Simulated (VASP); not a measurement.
# CoIrC4N4 (P-43m) in VASP: a series of runs, part 2 of 2

VASP 6.6.1. Earlier steps stand in the parts before.

### 3 Single point, PBE, collinear spin, ferrimagnetic start

This run uses another cell than the first one, of 20.36 Å³/atom.

File INCAR:

```
SYSTEM = CoIrC4N4
  PREC = Accurate
  ENCUT = 600
  EDIFF = 1E-6
  ISMEAR = 0
  SIGMA = 0.1
  LREAL = .False.
  LASPH = .True.
  NELM = 200
  ALGO = Normal
  ISIF = 2
  LWAVE = .False.
  LCHARG = .False.
  ISPIN = 2
  MAGMOM = -3 1 0 0 0 0 0 0 0 0
  LORBIT = 11
  LMAXMIX = 4
  GGA = PE
  NBANDS = 42
  GGA_COMPAT = .False.
```

File KPOINTS:

```
regular mesh
0
Gamma
  4 4 4
  0 0 0
```

File POSCAR:

```
CoIrC4N4
1.0
    5.8826218900      0.0000000000      0.0000000000
    0.0000000000      5.8826218900      0.0000000000
    0.0000000000      0.0000000000      5.8826218900
Co Ir C N
1 1 4 4
Direct
    0.5000000000      0.5000000000      0.5000000000
    0.0000000000      0.0000000000      0.0000000000
    0.1881440800      0.1881440800      0.1881440800
    0.1881440800      0.8118559200      0.8118559200
    0.8118559200      0.1881440800      0.8118559200
    0.8118559200      0.8118559200      0.1881440800
    0.3029738000      0.3029738000      0.3029738000
    0.3029738000      0.6970262000      0.6970262000
    0.6970262000      0.3029738000      0.6970262000
    0.6970262000      0.6970262000      0.3029738000
```

Potentials or basis: VASP PAW PBE potentials, release 64 (Co, Ir, C, N).

On the command line:

```
> cat potpaw_PBE.64/Co/POTCAR potpaw_PBE.64/Ir/POTCAR potpaw_PBE.64/C/POTCAR potpaw_PBE.64/N/POTCAR > POTCAR
> mpirun -np 1 vasp_std > vasp.out
```

OUTCAR:

```text
SYSTEM = CoIrC4N4
   PREC = Accurate
   ENCUT = 600
   EDIFF = 1E-6
   ISMEAR = 0
   LREAL = .False.
   LASPH = .True.
   NELM = 200
   ISIF = 2
   ISPIN = 2
   LORBIT = 11
   GGA = PE

 ion  position               nearest neighbor table
   1  0.500  0.500  0.500-   7 2.01   8 2.01   9 2.01  10 2.01
   2  0.000  0.000  0.000-   3 1.92   4 1.92   5 1.92   6 1.92
   3  0.188  0.188  0.188-   7 1.17   2 1.92
   4  0.188  0.812  0.812-   8 1.17   2 1.92
   5  0.812  0.188  0.812-   9 1.17   2 1.92
   6  0.812  0.812  0.188-  10 1.17   2 1.92
   7  0.303  0.303  0.303-   3 1.17   1 2.01
   8  0.303  0.697  0.697-   4 1.17   1 2.01
   9  0.697  0.303  0.697-   5 1.17   1 2.01
  10  0.697  0.697  0.303-   6 1.17   1 2.01

  LATTYP: Found a simple cubic cell.
 ALAT       =     5.8826218900

  Lattice vectors:

 A1 = (   5.8826218900,   0.0000000000,   0.0000000000)
 A2 = (   0.0000000000,   5.8826218900,   0.0000000000)
 A3 = (   0.0000000000,   0.0000000000,   5.8826218900)

Analysis of symmetry for initial positions (statically):
=====================================================================
 Subroutine PRICEL returns:
 Original cell was already a primitive cell.

 Routine SETGRP: Setting up the symmetry group for a
 simple cubic supercell.

 Subroutine GETGRP returns: Found 24 space group operations
 (whereof 24 operations were pure point group operations)
 out of a pool of 48 trial point group operations.

The static configuration has the point symmetry T_d .

Analysis of symmetry for dynamics (positions and initial velocities):
=====================================================================
 Subroutine PRICEL returns:
 Original cell was already a primitive cell.

 Routine SETGRP: Setting up the symmetry group for a
 simple cubic supercell.

[... 605 lines left out ...]
      2     -18.2689      1.00000
      3     -18.2689      1.00000
      4     -18.2689      1.00000
      5      -9.3805      1.00000
      6      -8.3685      1.00000
[... 409 lines left out ...]
     38       5.1719      0.00000
     39       6.5159      0.00000
 [bands above 39 left out]

------------------------ aborting loop because EDIFF is reached ----------------------------------------

  FORCE on cell =-STRESS in cart. coord.  units (eV):
  Direction    XX          YY          ZZ          XY          YZ          ZX
  --------------------------------------------------------------------------------------
  -------------------------------------------------------------------------------------
  Total        1.5929183      1.5929183      1.5929183      0.0000000      0.0000000      0.0000000
  in kB       12.5369321     12.5369321     12.5369321      0.0000000      0.0000000      0.0000000
  external PRESSURE =      12.5369321 kB  Pullay stress =       0.0000000 kB

 VOLUME and BASIS-vectors are now :
 -----------------------------------------------------------------------------
  energy-cutoff  :      600.00
  volume of cell :      203.57
      direct lattice vectors                 reciprocal lattice vectors
     5.882621890  0.000000000  0.000000000     0.169992228  0.000000000  0.000000000
     0.000000000  5.882621890  0.000000000     0.000000000  0.169992228  0.000000000
     0.000000000  0.000000000  5.882621890     0.000000000  0.000000000  0.169992228

 POSITION                                       TOTAL-FORCE (eV/Angst)
 -----------------------------------------------------------------------------------
      2.94131      2.94131      2.94131        -0.000000      0.000000     -0.000000
      0.00000      0.00000      0.00000         0.000000      0.000000     -0.000000
      1.10678      1.10678      1.10678        -0.189572     -0.189572     -0.189572
      1.10678      4.77584      4.77584        -0.189572      0.189572      0.189572
      4.77584      1.10678      4.77584         0.189572     -0.189572      0.189572
      4.77584      4.77584      1.10678         0.189572      0.189572     -0.189572
      1.78228      1.78228      1.78228         1.353640      1.353640      1.353640
      1.78228      4.10034      4.10034         1.353640     -1.353640     -1.353640
      4.10034      1.78228      4.10034        -1.353640      1.353640     -1.353640
      4.10034      4.10034      1.78228        -1.353640     -1.353640      1.353640
 -----------------------------------------------------------------------------------
    total drift:                               -0.000000     -0.000000      0.000000

  FREE ENERGIE OF THE ION-ELECTRON SYSTEM (eV)
  ---------------------------------------------------
  free  energy   TOTEN  =       -80.2585038483 eV

  energy  without entropy=      -80.2552294384  energy(sigma->0) =      -80.25686664

 total charge

# of ion       s       p       d       tot
------------------------------------------
    1        0.326   0.421   7.067   7.814
    2        0.782   0.998   7.104   8.883
    3        0.943   1.670   0.000   2.613
    4        0.943   1.670   0.000   2.613
    5        0.943   1.670   0.000   2.613
    6        0.943   1.670   0.000   2.613
    7        1.294   2.573   0.000   3.867
    8        1.294   2.573   0.000   3.867
    9        1.294   2.573   0.000   3.867
   10        1.294   2.573   0.000   3.867
--------------------------------------------------
tot         10.055  18.395  14.171  42.620

 magnetization (x)

# of ion       s       p       d       tot
------------------------------------------
    1       -0.010  -0.044  -2.271  -2.325
    2        0.010   0.345   0.847   1.202
    3        0.015   0.003   0.000   0.019
    4        0.015   0.003   0.000   0.019
    5        0.015   0.003   0.000   0.019
    6        0.015   0.003   0.000   0.019
    7       -0.002   0.103   0.000   0.102
    8       -0.002   0.103   0.000   0.102
    9       -0.002   0.103   0.000   0.102
   10       -0.002   0.103   0.000   0.102
--------------------------------------------------
tot          0.055   0.728  -1.424  -0.641
```

OSZICAR:

```text
N       E                     dE             d eps       ncg     rms          rms(c)
DAV:   1     0.472380161905E+03    0.47238E+03   -0.24785E+04  1680   0.128E+03
DAV:   2    -0.216163479561E+02   -0.49400E+03   -0.45589E+03  1746   0.311E+02
DAV:   3    -0.963528211332E+02   -0.74736E+02   -0.72657E+02  2218   0.130E+02
DAV:   4    -0.995143254892E+02   -0.31615E+01   -0.30996E+01  2034   0.317E+01
[... 15 lines left out ...]
DAV:  20    -0.802585020819E+02    0.18737E-04   -0.17736E-04  2438   0.102E-01    0.232E-02
DAV:  21    -0.802585047333E+02   -0.26514E-05   -0.20814E-05  2382   0.249E-02    0.177E-02
DAV:  22    -0.802585032408E+02    0.14925E-05   -0.10047E-05  1730   0.212E-02    0.939E-03
DAV:  23    -0.802585038483E+02   -0.60751E-06   -0.14986E-06  1132   0.114E-02
   1 F= -.80258504E+02 E0= -.80256867E+02  d E =-.327441E-02  mag=    -0.0356
```

Wall time 3.6 min (1 thread of Intel Xeon 6975P-C (Granite Rapids), shared host); peak memory 0.5 GiB.

What came out:

| Item | Value |
| --- | --- |
| Free energy | -80.2585 eV |
| Pressure | 1.3 GPa |
| Largest force | 2.345 eV/Å |
| Band gap on the k mesh | 0.08 eV (least direct gap 0.39 eV) |
| Net moment | -0.04 μB per cell |
| Site moments | Co -2.33; Ir +1.20; C +0.02; N +0.10 μB |
| Valence electrons inside the program's atomic spheres | Co 7.81; Ir 8.88; C 2.61; N 3.87 |

Forces on the atoms (eV/Å):
```
Co   0.000  0.000  0.000
Ir   0.000  0.000  0.000
C   -0.190 -0.190 -0.190
C   -0.190  0.190  0.190
C    0.190 -0.190  0.190
C    0.190  0.190 -0.190
N    1.354  1.354  1.354
N    1.354 -1.354 -1.354
N   -1.354  1.354 -1.354
N   -1.354 -1.354  1.354
```

Caveat: spin-orbit coupling is left out, which moves the levels of the heavy elements; forces of over 1 eV/Å act on the atoms, so gaps and moduli don't describe the material at rest.
